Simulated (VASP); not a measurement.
# NaCl in VASP: further runs, part 2 of 2

VASP 6.6.1. The steps go on from the part before.

## Step 4: Single point, PBE (atoms moved at random and the cell strained at random)

INCAR

```
SYSTEM = NaCl
PREC = Accurate
ENCUT = 520
EDIFF = 1E-6
ISMEAR = 0
SIGMA = 0.02
LREAL = .FALSE.
LASPH = .TRUE.
NELM = 100
ALGO = Normal
ISIF = 2
LWAVE = .FALSE.
LCHARG = .FALSE.
GGA = PE
NBANDS = 14
```

KPOINTS

```
Automatic mesh
0
G
  6 6 6
  0 0 0
```

POSCAR

```
NaCl
1.0
    3.6514883597     -0.0175109500     -0.0012607884
   -0.0175109500      3.6333820374     -0.0173358405
   -0.0012607884     -0.0173358405      3.6575121265
Na Cl
1 1
Direct
    0.0070612959      0.0035720506      0.0032808043
    0.4929387041      0.4964279494      0.4967191957
```

Potentials or basis: VASP PAW PBE potentials, release 64 (Na_pv, Cl).

Launch:

```console
cat potpaw_PBE.64/Na_pv/POTCAR potpaw_PBE.64/Cl/POTCAR > POTCAR
mpirun -np 1 vasp_std > vasp.out
```

OUTCAR:

```text
SYSTEM = NaCl
   PREC = Accurate
   ENCUT = 520
   EDIFF = 1E-6
   ISMEAR = 0
   LREAL = .FALSE.
   LASPH = .TRUE.
   NELM = 100
   ISIF = 2
   GGA = PE

 ion  position               nearest neighbor table
   1  0.007  0.004  0.003-
   2  0.493  0.496  0.497-

  LATTYP: Found a triclinic cell.
 ALAT       =     5.1264667530
 B/A-ratio  =     0.7122899144
 C/A-ratio  =     0.7134647709
 COS(alpha) =     0.0006672475
 COS(beta)  =     0.0072149805
 COS(gamma) =     0.7054765121

  Lattice vectors:

 A1 = (   3.6339774097,   3.6158710874,  -0.0185966289)
 A2 = (   3.6514883597,  -0.0175109500,  -0.0012607884)
 A3 = (   0.0012607884,   0.0173358405,  -3.6575121265)

Analysis of symmetry for initial positions (statically):
=====================================================================
 Subroutine PRICEL returns:
 Original cell was already a primitive cell.

 Routine SETGRP: Setting up the symmetry group for a
 triclinic supercell.

 Subroutine GETGRP returns: Found  1 space group operations
 (whereof  1 operations were pure point group operations)
 out of a pool of  2 trial point group operations.

The static configuration has the point symmetry C_1 .

Analysis of symmetry for dynamics (positions and initial velocities):
=====================================================================
 Subroutine PRICEL returns:
 Original cell was already a primitive cell.

 Routine SETGRP: Setting up the symmetry group for a
 triclinic supercell.

 Subroutine GETGRP returns: Found  1 space group operations
 (whereof  1 operations were pure point group operations)
 out of a pool of  2 trial point group operations.

The dynamic configuration has the point symmetry C_1 .

 Subroutine INISYM returns: Found  1 space group operations
 (whereof  1 operations are pure point group operations),
 and found     1 'primitive' translations

----------------------------------------------------------------------------------------

                                     Primitive cell

  volume of cell :      48.5229

  direct lattice vectors                    reciprocal lattice vectors
     3.651488360 -0.017510950 -0.001260788     0.273867297  0.001320374  0.000100664
    -0.017510950  3.633382037 -0.017335841     0.001320374  0.275238259  0.001305027
    -0.001260788 -0.017335841  3.657512126     0.000100664  0.001305027  0.273416113

  length of vectors
     3.651530565  3.633465590  3.657553428     0.273870499  0.275244519  0.273419246

  position of ions in fractional coordinates (direct lattice)
     0.007061296  0.003572051  0.003280804
     0.492938704  0.496427949  0.496719196

  ion indices of the primitive-cell ions
   primitive index   ion index
                 1           1
                 2           2

----------------------------------------------------------------------------------------

 KPOINTS: Automatic mesh

Automatic generation of k-mesh.
 Grid dimensions read from file:
 generate k-points for:    6    6    6

 Generating k-lattice:

  Cartesian coordinates                     Fractional coordinates (reciprocal lattice)
     0.045644550  0.000220062  0.000016777     0.166666667 -0.000000000  0.000000000
     0.000220062  0.045873043  0.000217504    -0.000000000  0.166666667  0.000000000
     0.000016777  0.000217504  0.045569352     0.000000000 -0.000000000  0.166666667

  Length of vectors
     0.045645083  0.045874087  0.045569874

  Shift w.r.t. Gamma in fractional coordinates (k-lattice)
     0.000000000  0.000000000  0.000000000

 Subroutine IBZKPT returns following result:
 ===========================================

 Found    112 irreducible k-points:

 Following reciprocal coordinates:
            Coordinates               Weight
  0.000000  0.000000  0.000000      1.000000
  0.166667 -0.000000  0.000000      2.000000
  0.333333 -0.000000 -0.000000      2.000000
  0.500000 -0.000000  0.000000      1.000000
 -0.000000  0.166667  0.000000      2.000000
  0.166667  0.166667 -0.000000      2.000000
[... 16 lines left out ...]
  0.333333 -0.000000  0.166667      2.000000
  0.500000 -0.000000  0.166667      2.000000
 [... further k-points ...]
   k-points           NKPTS =    112   k-points in BZ     NKDIM =    112   number of bands    NBANDS=     14
   number of dos      NEDOS =    301   number of ions     NIONS =      2
   total plane-waves  NPLWV =  21952
   dimension x,y,z NGX =    28 NGY =   28 NGZ =   28
   dimension x,y,z NGXF=    56 NGYF=   56 NGZF=   56
   ions per type =               1   1
   NGX,Y,Z   is equivalent  to a cutoff of  12.75, 12.81, 12.73 a.u.
   NGXF,Y,Z  is equivalent  to a cutoff of  25.50, 25.62, 25.45 a.u.
 SYSTEM =  NaCl
   PREC   = accura    normal or accurate (medium, high low for compatibility)
   ISTART =      0    job   : 0-new  1-cont  2-samecut
   ICHARG =      2    charge: 1-file 2-atom 10-const
   ISPIN  =      1    spin polarized calculation?
   LNONCOLLINEAR =      F non collinear calculations
   LSORBIT =      F    spin-orbit coupling
   LASPH  =      T    aspherical Exc in radial PAW
   ENCUT  =  520.0 eV  38.22 Ry    6.18 a.u.   6.79  6.76  6.80*2*pi/ulx,y,z
   NELM   =    100;   NELMIN=  2; NELMDL= -5     # of ELM steps
   EDIFF  = 0.1E-05   stopping-criterion for ELM
   LREAL  =      F    real-space projection
   EDIFFG = 0.1E-04   stopping-criterion for IOM
   NSW    =      0    number of steps for IOM
   IBRION =     -1    ionic relax: 0-MD 1-quasi-New 2-CG
   NFREE  =      0    steps in history (QN), initial steepest desc. (CG)
   ISIF   =      2    stress and relaxation
   ISYM   =      2    0-nonsym 1-usesym 2-fastsym
   POTIM  = 0.5000    time-step for ionic-motion
   TEBEG  =    0.0;   TEEND  =   0.0 temperature during run
   PSTRESS=    0.0 pullay stress
   NELECT =      14.0000    total number of electrons
   NUPDOWN=      -1.0000    fix difference up-down
   EMIN   =  10.00;   EMAX   =-10.00  energy-range for DOS
   EFERMI =   0.00;   METHOD = LEGACY
   ISMEAR =     0;   SIGMA  =   0.02  broadening in eV -4-tet -1-fermi 0-gaus
   EFERMI_NEDOS =   21; number of points for ismear=-14 and -15
   IALGO  =     38    algorithm
   IMIX   =      4    mixing-type and parameters
     AMIX     =   0.40;   BMIX     =  1.00
     AMIX_MAG =   1.60;   BMIX_MAG =  1.00
  volume/ion in A,a.u.               =      24.26       163.72
  Fermi-wavevector in a.u.,A,eV,Ry     =   1.081771  2.044250 15.921918  1.170228
  Thomas-Fermi vector in A             =   2.217796
   LORBIT       =      0    0 simple, 1 ext, 2 COOP (PROOUT), +10 PAW based schemes
   GGA     = PE    functional components
   LHFCALC =     F    Hartree Fock is set to
   AEXX    =    0.0000 exact exchange contribution
   IVDW    =     0    specifies the selected vdW correction
   LEPSILON=     F    determine dielectric tensor
   LRPA    =     F    only Hartree local field effects (RPA)
 non-spin polarized calculation
 Gauss-broadening in eV      SIGMA  =   0.02
  energy-cutoff  :      520.00
  volume of cell :       48.52
 maximum number of plane-waves:      1335
   NGX = 13   NGY = 13   NGZ = 13

 number of electron      13.9999997 magnetization

 Free energy of the ion-electron system (eV)
  ---------------------------------------------------
  ext. energy  EPLUGINS =         0.00000000
  ---------------------------------------------------
  free energy    TOTEN  =        -6.42531542 eV

  energy without entropy =       -6.42531542  energy(sigma->0) =       -6.42531542

 E-fermi :  -0.1824     XC(G=0):  -7.9173

 val. band max:       -0.3314346036   @ k =   0.5000  -0.0000   0.5000
 cond. band min:       3.2621782888   @ k =   0.0000   0.0000   0.0000
 fundamental gap:      3.5936128924
 Fermi energy:        -0.1823800077

 k-point     1 :       0.0000    0.0000    0.0000
  band No.  band energies     occupation
      1     -22.5868      2.00000
      2     -22.5849      2.00000
      3     -22.5837      2.00000
      4     -13.3512      2.00000
      5      -0.7744      2.00000
      6      -0.7602      2.00000
      7      -0.7166      2.00000
      8       3.2622      0.00000
      9       8.2888      0.00000
     10       8.3415      0.00000
     11      14.1567      0.00000
     12      14.1885      0.00000
     13      14.3306      0.00000
     14      15.0467      0.00000
[... 375 lines left out ...]
 k-point    24 :       0.5000   -0.0000    0.1667
  band No.  band energies     occupation
      1     -22.6084      2.00000
      2     -22.5879      2.00000
      3     -22.5830      2.00000
      4     -13.0529      2.00000
      5      -2.6648      2.00000
      6      -1.0647      2.00000
      7      -0.4819      2.00000
      8       6.8111      0.00000
      9       6.8884      0.00000
     10      10.0638      0.00000
     11      10.5662      0.00000
     12      11.4072      0.00000
     13      14.1497      0.00000
     14      14.3665      0.00000

 [... further k-points ...]
[... 5 lines left out ...]
  --------------------------------------------------------------------------------------
  -------------------------------------------------------------------------------------
  Total       -0.7225598     -0.6327981     -0.7561208     -0.0128038     -0.0139996      0.0028212
  in kB      -23.8581939    -20.8943507    -24.9663410     -0.4227687     -0.4622536      0.0931544
  external PRESSURE =     -23.2396285 kB  Pullay stress =       0.0000000 kB

 VOLUME and BASIS-vectors are now :
 -----------------------------------------------------------------------------
  energy-cutoff  :      520.00
  volume of cell :       48.52
      direct lattice vectors                 reciprocal lattice vectors
     3.651488360 -0.017510950 -0.001260788     0.273867297  0.001320374  0.000100664
    -0.017510950  3.633382037 -0.017335841     0.001320374  0.275238259  0.001305027
    -0.001260788 -0.017335841  3.657512126     0.000100664  0.001305027  0.273416113

 POSITION                                       TOTAL-FORCE (eV/Angst)
 -----------------------------------------------------------------------------------
      0.02572      0.01280      0.01193         0.003710     -0.000040      0.001080
      1.79064      1.78647      1.80753        -0.003710      0.000040     -0.001080
 -----------------------------------------------------------------------------------
    total drift:                               -0.000489     -0.000610     -0.000636

  FREE ENERGIE OF THE ION-ELECTRON SYSTEM (eV)
  ---------------------------------------------------
  free  energy   TOTEN  =        -6.4253154218 eV

  energy  without entropy=       -6.4253154218  energy(sigma->0) =       -6.42531542
```

OSZICAR:

```text
N       E                     dE             d eps       ncg     rms          rms(c)
DAV:   1     0.978577040368E+02    0.97858E+02   -0.68794E+03  3148   0.100E+03
DAV:   2     0.193220927739E+01   -0.95925E+02   -0.87279E+02  3466   0.260E+02
DAV:   3    -0.657935999078E+01   -0.85116E+01   -0.84520E+01  3994   0.718E+01
DAV:   4    -0.672060570288E+01   -0.14125E+00   -0.14119E+00  3550   0.101E+01
DAV:   5    -0.672378836884E+01   -0.31827E-02   -0.31825E-02  4158   0.153E+00    0.222E+00
DAV:   6    -0.645899142687E+01    0.26480E+00   -0.38570E-01  3896   0.342E+00    0.157E+00
DAV:   7    -0.642540978231E+01    0.33582E-01   -0.94611E-02  4316   0.172E+00    0.109E+00
DAV:   8    -0.642533079992E+01    0.78982E-04   -0.12160E-02  3316   0.946E-01    0.363E-01
DAV:   9    -0.642517796854E+01    0.15283E-03   -0.37724E-04  4078   0.146E-01    0.210E-01
DAV:  10    -0.642531987610E+01   -0.14191E-03   -0.37772E-04  3394   0.125E-01    0.415E-02
DAV:  11    -0.642531557745E+01    0.42986E-05   -0.11963E-05  4006   0.292E-02    0.163E-02
DAV:  12    -0.642531542181E+01    0.15564E-06   -0.41152E-06  3490   0.138E-02
   1 F= -.64253154E+01 E0= -.64253154E+01  d E =-.394370E-28
```

stdout:

```text
POSCAR found type information on POSCAR NaCl
 POSCAR found :  2 types and       2 ions
 scaLAPACK will be used
 LDA part: xc-table for (Slater+PW92), standard interpolation
 POSCAR, INCAR and KPOINTS ok, starting setup
 FFT: planning ... GRIDC
 FFT: planning ... GRID_SOFT
 FFT: planning ... GRID
 WAVECAR not read
 entering main loop
```

Run time: 33 s. Hardware: 1 thread of Intel Xeon 6975P-C (Granite Rapids), shared host; peak memory 0.19 GiB.

Results:

| Property | Result |
| --- | --- |
| Free energy | -6.4253 eV |
| Pressure | -2.3 GPa |
| Largest force | 0.004 eV/Å |
| Band gap on the k mesh | 3.59 eV, indirect (least direct gap 3.98 eV) |

Forces on the atoms (eV/Å):
```
Na   0.004  0.000  0.001
Cl  -0.004  0.000 -0.001
```

Caveat: the cell differs from its parent crystal (atoms moved at random and the cell strained at random). A k mesh can miss the band edges.

## Step 5: The runs side by side

| cell | gap on the mesh (eV) | pressure (GPa) |
| --- | --- | --- |
| a = 3.502 Å, 2 atoms | 3.98 | 0.1 |
| a = 3.534, b = 3.587, c = 3.587 Å, 2 atoms | 3.74 | -1.2 |
| a = 3.652, b = 3.633, c = 3.658 Å, angles 90.5, 90.0, 90.6°, 2 atoms | 3.59 | -2.3 |

Alike in all rows: task single point; level PBE; potentials or basis VASP PAW PBE potentials, release 64 (Na_pv, Cl); no spin polarisation; k mesh 6 × 6 × 6; cutoff (eV) 520; smearing gaussian 0.02 eV.

Total energies depend on the potentials used, so only differences within one code and one set of settings carry meaning.
